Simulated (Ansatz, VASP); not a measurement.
**One calculation of ZnS, two programs**

The input INCAR:

```
PREC = Accurate
ENCUT = 520
EDIFF = 1E-7
ISMEAR = -1
SIGMA = 0.03
LREAL = False
LASPH = True
NELM = 80
ALGO = Normal
ISIF = 2
LWAVE = False
LCHARG = True
GGA = PS
LELF = True
LVHAR = True
NBANDS = 26
```

KPOINTS

```
Automatic mesh
0
Gamma
  8 8 5
```

POSCAR

```
ZnS
1.0
    3.8109987816     -0.0381099878     -0.0381099878
   -1.9385036084      3.3194767525     -0.0139492237
   -0.0623400000     -0.0623400000      6.2340000000
Zn S
2 2
Direct
    0.3333333333      0.6666666667      0.0000000000
    0.6666666667      0.3333333333      0.5000000000
    0.3333333333      0.6666666667      0.3850000000
    0.6666666667      0.3333333333      0.8850000000
```

Input for Ansatz:

```yaml
crystal:
  lattice:
    - [3.8109987816, -0.0381099878, -0.0381099878]
    - [-1.9385036084, 3.3194767525, -0.0139492237]
    - [-0.06234, -0.06234, 6.234]
  atoms:
    - { symbol: Zn, position: [0.3333333333, 0.6666666667, 0.0] }
    - { symbol: Zn, position: [0.6666666667, 0.3333333333, 0.5] }
    - { symbol: S, position: [0.3333333333, 0.6666666667, 0.385] }
    - { symbol: S, position: [0.6666666667, 0.3333333333, 0.885] }
kpoints:
  mp_grid: { grid: [8, 8, 5] }
  band_path:
    path:
      - [0.0, 0.0, 0.0]
      - [0.0, 0.0, 0.5]
      - [-0.5, 0.5, 0.0]
      - [0.0, 0.0, 0.0]
      - [0.0, -0.5, 0.0]
      - [-0.5, 0.0, 0.5]
      - [0.0, 0.0, 0.0]
      - [-0.5, 0.0, 0.0]
      - [0.0, -0.5, 0.5]
    npoints: 5
scf:
  occupations: { method: fermi_dirac, width: 0.03 }
hamiltonian:
  xc: pbesol
  pseudopotentials: { kind: all_electron, lapw: { basis_error: 0.001 } }
output:
  forces: true
  stress: true
  eigenvalues: true
```

Change from the starting cell: equal xy, yz and zx shear strains of -2 %.

Alike in both runs: task single point; functional PBEsol; k mesh 8 × 8 × 5; occupations fermi-dirac, width 0.03 eV; no spin polarisation.

```csv
,VASP,Ansatz
version,VASP 6.6.1,Ansatz 0.2.0
potentials or method,"VASP PAW PBE potentials, release 64 (Zn, S), cutoff 520 eV","all-electron LAPW, scalar-relativistic"
```

```tsv
	VASP	Ansatz	Ansatz less VASP
gap on the k mesh at the Fermi level (eV)	2.04	2.04	-0.002
pressure (GPa)	-1.1	-1.2	-0.17
traceless stress, the component that is largest in VASP (GPa)	-1.26	-1.24	+0.017
rms of the force components (eV/Å)	0.206	0.204	-0.0018
```

VASP's potentials were made for PBE, not for PBEsol. Atom by atom the forces differ by 0.002 eV/Å (rms over components). Ansatz ran all-electron here, and VASP with PAW potentials.
